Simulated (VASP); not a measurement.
# Al32O (a cell with a defect) in VASP: single point with PBE+D3(BJ)

Aim: the single point of Al32O (a cell with a defect) with PBE+D3(BJ).

All numbers are computed with VASP 6.6.1; they aren't measurements. Logs are shortened: lines on timing, memory, paths and dates and some standing lists are left out, and cuts for length are marked.

## (1) The cell of the first run

The cell holds a defect, 33 atoms: a = 8.100 Å, b = 8.100 Å, c = 8.100 Å, α = 90.00°, β = 90.00°, γ = 90.00°.

## (2) Single point, PBE+D3(BJ)

The input, INCAR:

```
SYSTEM = Al32O
  PREC = Accurate
  ENCUT = 520
  EDIFF = 1E-6
  ISMEAR = -1
  SIGMA = 0.15
  LREAL = Auto
  LASPH = .TRUE.
  NELM = 80
  ALGO = Normal
  ISIF = 2
  LWAVE = .FALSE.
  LCHARG = .TRUE.
  GGA = PE
  IVDW = 12
  LELF = .TRUE.
  LVHAR = .TRUE.
  NBANDS = 73
```

The input, KPOINTS:

```
Automatic mesh
0
G
  2 2 2
  0 0 0
```

The input, POSCAR:

```
Al32O
1.0
    8.1000000000      0.0000000000      0.0000000000
    0.0000000000      8.1000000000      0.0000000000
    0.0000000000      0.0000000000      8.1000000000
Al O
32 1
Direct
    0.4890864198      0.0017037037      0.0181481481
    0.6870987654      0.2400000000     -0.0099135802
    0.7162345679     -0.0069382716      0.2617654321
   -0.0237777778     -0.0123333333      0.0427160494
    0.2410000000      0.2959259259      0.0086543210
    0.4640617284      0.5128888889     -0.0347530864
    0.7226790123      0.7118271605      0.0135308642
    0.2432469136     -0.0129506173      0.2498148148
    0.4839506173      0.2648765432      0.2473950617
    0.7308148148      0.4928518519      0.2510000000
    0.4724444444      0.0103456790      0.5242716049
    0.7213086420      0.2509753086      0.4754567901
    0.7185061728     -0.0088888889      0.7654444444
   -0.0138395062      0.4672098765      0.0099382716
    0.2342098765      0.7644814815     -0.0044074074
    0.0193456790      0.2615925926      0.2645679012
    0.2735925926      0.5114197531      0.2733086420
    0.4637407407      0.7653086420      0.2732098765
   -0.0713456790      0.0012469136      0.4763827160
    0.2376790123      0.2597777778      0.5532345679
    0.5044691358      0.4895185185      0.5060370370
    0.7127777778      0.7707407407      0.5201234568
    0.2104444444      0.0086790123      0.8012222222
    0.4717654321      0.2469629630      0.7718641975
    0.7441728395      0.5191975309      0.7491481481
   -0.0060617284      0.7359506173      0.2543580247
   -0.0167407407      0.4723950617      0.4935802469
    0.2123827160      0.7532962963      0.5182345679
   -0.0466543210      0.2746296296      0.7514938272
    0.2018888889      0.5152345679      0.7672098765
    0.4900246914      0.7653086420      0.7577037037
   -0.0300246914      0.7554320988      0.7784197531
    0.1103580247      0.9007530864      0.6526913580
```

Potentials or basis: VASP PAW PBE potentials, release 64 (Al, O).

The run is started by

```bash
cat potpaw_PBE.64/Al/POTCAR potpaw_PBE.64/O/POTCAR > POTCAR
mpirun -np 1 vasp_std > vasp.out
```

OUTCAR:

```text
SYSTEM = Al32O
   PREC = Accurate
   ENCUT = 520
   EDIFF = 1E-6
   ISMEAR = -1
   LREAL = Auto
   LASPH = .TRUE.
   NELM = 80
   ISIF = 2
   GGA = PE
   IVDW = 12
 IVDW          = 12

 ion  position               nearest neighbor table
   1  0.489  0.002  0.018-   2 2.52   3 2.70   8 2.74  13 2.77  24 2.82  18 2.82  15 2.83   9 2.83
                            31 2.85  23 2.86   7 3.02   5 3.12
   2  0.687  0.240  0.990-  24 2.48   1 2.52   9 2.66  13 2.73   6 2.86  29 2.91  10 2.96   3 2.98
                            25 3.02  14 3.05   4 3.14
   3  0.716  0.993  0.262-  19 2.45   1 2.70  12 2.71   4 2.75  18 2.76  22 2.76   9 2.90  11 2.91
                             2 2.98   7 3.04  26 3.07  16 3.28
   4  0.976  0.988  0.043-  26 2.67  23 2.73   8 2.74   3 2.75  15 2.79  32 2.85  16 2.88   7 3.04
                            13 3.07   2 3.14   5 3.30  29 3.32
   5  0.241  0.296  0.009-  14 2.49   6 2.54  30 2.66  24 2.71  16 2.76   9 2.77  17 2.78  23 2.88
                             1 3.12  29 3.13   8 3.17   4 3.30
   6  0.464  0.513  0.965-   5 2.54  31 2.66  30 2.66  24 2.66   7 2.67  15 2.77   2 2.86  25 2.87
                            17 2.93   9 3.05  10 3.17  18 3.23
   7  0.723  0.712  0.014-  10 2.62  25 2.66   6 2.67  32 2.79  31 2.83  14 2.91  26 2.94  18 3.00
                             1 3.02  13 3.03   3 3.04   4 3.04
   8  0.243  0.987  0.250-  18 2.54   4 2.74  15 2.74   1 2.74  26 2.87  16 2.87  28 2.89  11 2.90
                             9 2.98  19 3.14   5 3.17  20 3.30
   9  0.484  0.265  0.247-  17 2.63   2 2.66  12 2.67  10 2.72   5 2.77  21 2.78   1 2.83   3 2.90
[... 23 lines left out ...]
  21  0.504  0.490  0.506-  12 2.62  17 2.66  10 2.76  25 2.78   9 2.78  22 2.84  20 2.88  24 2.93
                            18 2.94  31 3.03  28 3.19  30 3.24
  22  0.713  0.771  0.520-  19 2.58  31 2.64  13 2.67  11 2.75   3 2.76  25 2.77  21 2.84  18 2.84
                            32 2.96  10 3.14  26 3.15  27 3.27
  23  0.210  0.009  0.801-  33 1.69  15 2.54   4 2.73  32 2.83   1 2.86  20 2.87  24 2.87   5 2.88
                            31 3.02  29 3.02  28 3.09  11 3.09
  24  0.472  0.247  0.772-   2 2.48  20 2.60   6 2.66   5 2.71  11 2.77   1 2.82  23 2.87  13 2.88
                            21 2.93  30 3.08  25 3.12  12 3.14
  25  0.744  0.519  0.749-  29 2.61   7 2.66  32 2.66  22 2.77  21 2.78  27 2.86   6 2.87  31 2.87
                            14 2.91   2 3.02  12 3.11  24 3.12
  26  0.994  0.736  0.254-   4 2.67  28 2.78  19 2.85   8 2.87  15 2.87  27 2.88  10 2.90  17 2.91
                            14 2.94   7 2.94   3 3.07  22 3.15
  27  0.983  0.472  0.494-  16 2.54  29 2.64  20 2.73  12 2.78  10 2.84  30 2.86  25 2.86  26 2.88
                            28 2.94  17 2.97  32 3.25  22 3.27
  28  0.212  0.753  0.518-  33 1.82  26 2.78  30 2.79  17 2.83  18 2.84  32 2.88   8 2.89  27 2.94
                            11 2.96  31 2.97  19 3.07  23 3.09  21 3.19
  29  0.953  0.275  0.751-  25 2.61  14 2.62  27 2.64  30 2.80  20 2.81   2 2.91  12 2.93  13 2.98
                            23 3.02   5 3.13  19 3.15   4 3.32
  30  0.202  0.515  0.767-  14 2.66   5 2.66   6 2.66  32 2.71  20 2.71  15 2.75  28 2.79  29 2.80
                            27 2.86  24 3.08  31 3.09  21 3.24
  31  0.490  0.765  0.758-  13 2.60  22 2.64   6 2.66  11 2.74  15 2.83   7 2.83   1 2.85  25 2.87
                            28 2.97  23 3.02  21 3.03  30 3.09
  32  0.970  0.755  0.778-  33 1.93  25 2.66  30 2.71  15 2.77   7 2.79  13 2.79  23 2.83   4 2.85
                            28 2.88  22 2.96  14 3.00  19 3.17  27 3.25
  33  0.110  0.901  0.653-  23 1.69  28 1.82  32 1.93  19 2.21

  LATTYP: Found a simple cubic cell.
 ALAT       =     8.1000000000

  Lattice vectors:

 A1 = (   8.1000000000,   0.0000000000,   0.0000000000)
 A2 = (   0.0000000000,   8.1000000000,   0.0000000000)
 A3 = (   0.0000000000,   0.0000000000,   8.1000000000)

Analysis of symmetry for initial positions (statically):
=====================================================================
 Subroutine PRICEL returns:
 Original cell was already a primitive cell.

 Routine SETGRP: Setting up the symmetry group for a
 simple cubic supercell.

 Subroutine GETGRP returns: Found  1 space group operations
 (whereof  1 operations were pure point group operations)
 out of a pool of 48 trial point group operations.

The static configuration has the point symmetry C_1 .

Analysis of symmetry for dynamics (positions and initial velocities):
=====================================================================
 Subroutine PRICEL returns:
 Original cell was already a primitive cell.

 Routine SETGRP: Setting up the symmetry group for a
 simple cubic supercell.

 Subroutine GETGRP returns: Found  1 space group operations
 (whereof  1 operations were pure point group operations)
 out of a pool of 48 trial point group operations.

The dynamic configuration has the point symmetry C_1 .

 Subroutine INISYM returns: Found  1 space group operations
 (whereof  1 operations are pure point group operations),
 and found     1 'primitive' translations

----------------------------------------------------------------------------------------

[... 84 lines left out ...]

 KPOINTS: Automatic mesh

Automatic generation of k-mesh.
 Grid dimensions read from file:
 generate k-points for:    2    2    2

 Generating k-lattice:

  Cartesian coordinates                     Fractional coordinates (reciprocal lattice)
     0.061728395  0.000000000  0.000000000     0.500000000  0.000000000  0.000000000
     0.000000000  0.061728395  0.000000000     0.000000000  0.500000000  0.000000000
     0.000000000  0.000000000  0.061728395     0.000000000  0.000000000  0.500000000

  Length of vectors
     0.061728395  0.061728395  0.061728395

  Shift w.r.t. Gamma in fractional coordinates (k-lattice)
     0.000000000  0.000000000  0.000000000

 Subroutine IBZKPT returns following result:
 ===========================================

 Found      8 irreducible k-points:

 Following reciprocal coordinates:
            Coordinates               Weight
  0.000000  0.000000  0.000000      1.000000
  0.500000  0.000000  0.000000      1.000000
  0.000000  0.500000  0.000000      1.000000
  0.000000  0.000000  0.500000      1.000000
  0.500000  0.500000  0.000000      1.000000
  0.000000  0.500000  0.500000      1.000000
  0.500000  0.000000  0.500000      1.000000
  0.500000  0.500000  0.500000      1.000000
   k-points           NKPTS =      8   k-points in BZ     NKDIM =      8   number of bands    NBANDS=     73
   number of dos      NEDOS =    301   number of ions     NIONS =     33
   total plane-waves  NPLWV = 216000
   dimension x,y,z NGX =    60 NGY =   60 NGZ =   60
   dimension x,y,z NGXF=   120 NGYF=  120 NGZF=  120
   ions per type =              32   1
   NGX,Y,Z   is equivalent  to a cutoff of  12.31, 12.31, 12.31 a.u.
   NGXF,Y,Z  is equivalent  to a cutoff of  24.63, 24.63, 24.63 a.u.
 SYSTEM =  Al32O
   PREC   = accura    normal or accurate (medium, high low for compatibility)
   ISTART =      0    job   : 0-new  1-cont  2-samecut
   ICHARG =      2    charge: 1-file 2-atom 10-const
   ISPIN  =      1    spin polarized calculation?
   LNONCOLLINEAR =      F non collinear calculations
   LSORBIT =      F    spin-orbit coupling
   LASPH  =      T    aspherical Exc in radial PAW
   ENCUT  =  520.0 eV  38.22 Ry    6.18 a.u.  15.06 15.06 15.06*2*pi/ulx,y,z
   NELM   =     80;   NELMIN=  2; NELMDL= -5     # of ELM steps
   EDIFF  = 0.1E-05   stopping-criterion for ELM
   LREAL  =      T    real-space projection
   EDIFFG = 0.1E-04   stopping-criterion for IOM
   NSW    =      0    number of steps for IOM
   IBRION =     -1    ionic relax: 0-MD 1-quasi-New 2-CG
   NFREE  =      0    steps in history (QN), initial steepest desc. (CG)
   ISIF   =      2    stress and relaxation
   ISYM   =      2    0-nonsym 1-usesym 2-fastsym
   POTIM  = 0.5000    time-step for ionic-motion
   TEBEG  =    0.0;   TEEND  =   0.0 temperature during run
   PSTRESS=    0.0 pullay stress
   NELECT =     102.0000    total number of electrons
   NUPDOWN=      -1.0000    fix difference up-down
   EMIN   =  10.00;   EMAX   =-10.00  energy-range for DOS
   EFERMI =   0.00;   METHOD = LEGACY
   ISMEAR =    -1;   SIGMA  =   0.15  broadening in eV -4-tet -1-fermi 0-gaus
   EFERMI_NEDOS =   21; number of points for ismear=-14 and -15
   IALGO  =     38    algorithm
   IMIX   =      4    mixing-type and parameters
     AMIX     =   0.40;   BMIX     =  1.00
     AMIX_MAG =   1.60;   BMIX_MAG =  1.00
  volume/ion in A,a.u.               =      16.10       108.68
  Fermi-wavevector in a.u.,A,eV,Ry     =   0.944329  1.784523 12.133087  0.891757
  Thomas-Fermi vector in A             =   2.072123
   LORBIT       =      0    0 simple, 1 ext, 2 COOP (PROOUT), +10 PAW based schemes
   GGA     = PE    functional components
   LHFCALC =     F    Hartree Fock is set to
   AEXX    =    0.0000 exact exchange contribution
   IVDW    =    12    specifies the selected vdW correction
   LEPSILON=     F    determine dielectric tensor
   LRPA    =     F    only Hartree local field effects (RPA)
 non-spin polarized calculation
  energy-cutoff  :      520.00
  volume of cell :      531.44
 maximum number of plane-waves:     14400
   NGX = 31   NGY = 31   NGZ = 31

 number of electron     101.9999998 magnetization

 Free energy of the ion-electron system (eV)
  ---------------------------------------------------
  ext. energy  EPLUGINS =         0.00000000
  ---------------------------------------------------
  free energy    TOTEN  =      -124.61603030 eV

  energy without entropy =     -123.66804937  energy(sigma->0) =     -124.14203983

 E-fermi :   7.8052     XC(G=0): -10.2123

 val. band max:        7.8020787069   @ k =   0.5000   0.0000   0.5000
 cond. band min:       7.8109138024   @ k =   0.0000   0.5000   0.5000
 fundamental gap:      0.0088350955
 Fermi energy:         7.8051738453

 k-point     1 :       0.0000    0.0000    0.0000
  band No.  band energies     occupation
      1     -13.4740      2.00000
      2      -3.0511      2.00000
      3      -1.4467      2.00000
      4      -1.2022      2.00000
      5      -1.1084      2.00000
      6      -1.0457      2.00000
[... 517 lines left out ...]
     62      10.8824      0.00000
     63      10.9596      0.00000
 [bands above 63 left out]

------------------------ aborting loop because EDIFF is reached ----------------------------------------

 Edisp (eV)  -10.92302

 E8    (eV) :    -4.8652

  FORCE on cell =-STRESS in cart. coord.  units (eV):
  Direction    XX          YY          ZZ          XY          YZ          ZX
  --------------------------------------------------------------------------------------
  -------------------------------------------------------------------------------------
  Total       5.05023     5.20443     5.58336     0.61131     1.45665     3.14753
  in kB      15.22533    15.69022    16.83261     1.84295     4.39148     9.48912
  external pressure =       15.92 kB  Pullay stress =        0.00 kB

 VOLUME and BASIS-vectors are now :
 -----------------------------------------------------------------------------
  energy-cutoff  :      520.00
  volume of cell :      531.44
      direct lattice vectors                 reciprocal lattice vectors
     8.100000000  0.000000000  0.000000000     0.123456790  0.000000000  0.000000000
     0.000000000  8.100000000  0.000000000     0.000000000  0.123456790  0.000000000
     0.000000000  0.000000000  8.100000000     0.000000000  0.000000000  0.123456790

 POSITION                                       TOTAL-FORCE (eV/Angst)
 -----------------------------------------------------------------------------------
      3.96160      0.01380      0.14700        -0.487271     -0.798521      0.020964
      5.56550      1.94400      8.01970         1.861893      0.907046      0.586720
      5.80150      8.04380      2.12030        -0.804771     -0.176964     -1.226605
      7.90740      8.00010      0.34600        -0.538811      0.555167     -0.462577
      1.95210      2.39700      0.07010        -0.054556     -1.591967      0.433659
      3.75890      4.15440      7.81850         0.837456      0.173377      0.851037
[... 25 lines left out ...]
      7.85680      6.11900      6.30520        -0.249077      0.027386      0.065560
      0.89390      7.29610      5.28680        -2.254367     -1.006509     -2.276172
 -----------------------------------------------------------------------------------
    total drift:                               -0.009908     -0.001583     -0.009787

  FREE ENERGIE OF THE ION-ELECTRON SYSTEM (eV)
  ---------------------------------------------------
  free  energy   TOTEN  =      -135.5390539815 eV

  energy  without entropy=     -134.5910730527  energy(sigma->0) =     -135.06506352
```

Run time: 5.3 min. Hardware: 1 thread of Intel Xeon Platinum 8375C at 2.90GHz (Ice Lake), shared host; peak memory 0.56 GiB.

What came out:

```
Free energy                : -135.5391 eV
Pressure                   : 1.6 GPa
Largest force              : 3.358 eV/Å
Band gap on the k mesh     : zero (band 51 reaches 8.16 eV, above the bottom of band 52 at 7.43 eV)
Dispersion energy per atom : -0.331 eV
```

Forces in eV/Å, atoms in the order of the input:
```
Al  -0.487 -0.799  0.021
Al   1.862  0.907  0.587
Al  -0.805 -0.177 -1.227
Al  -0.539  0.555 -0.463
Al  -0.055 -1.592  0.434
Al   0.837  0.173  0.851
Al   0.005  1.119  0.333
Al  -0.561  1.086  0.515
Al  -0.463 -0.606  0.214
Al   0.239  0.218 -0.050
Al  -0.110  0.285 -0.436
Al   0.132 -0.061  0.972
Al   0.529  0.709  0.185
Al  -1.021  1.058  0.590
Al   0.086 -0.954  1.078
Al  -0.004 -0.650 -0.340
Al  -1.105 -0.312 -0.383
Al   1.253 -0.331 -0.250
Al   1.950  0.220  1.204
Al  -0.189 -0.004 -1.055
Al  -0.413  0.432  0.593
Al   0.243 -1.094 -0.628
Al   1.536  2.441  1.394
Al   0.081  0.120 -1.020
Al  -0.705 -0.557 -0.228
Al  -0.253 -0.408  0.179
Al  -0.087  1.361  0.222
Al   0.828 -0.602 -0.529
Al   0.098 -1.272  0.112
Al   0.431  0.126 -0.700
Al  -0.809 -0.414  0.033
Al  -0.249  0.027  0.066
O   -2.254 -1.007 -2.276
```

Caveat: the k points lie up to 0.39 Å⁻¹ apart.
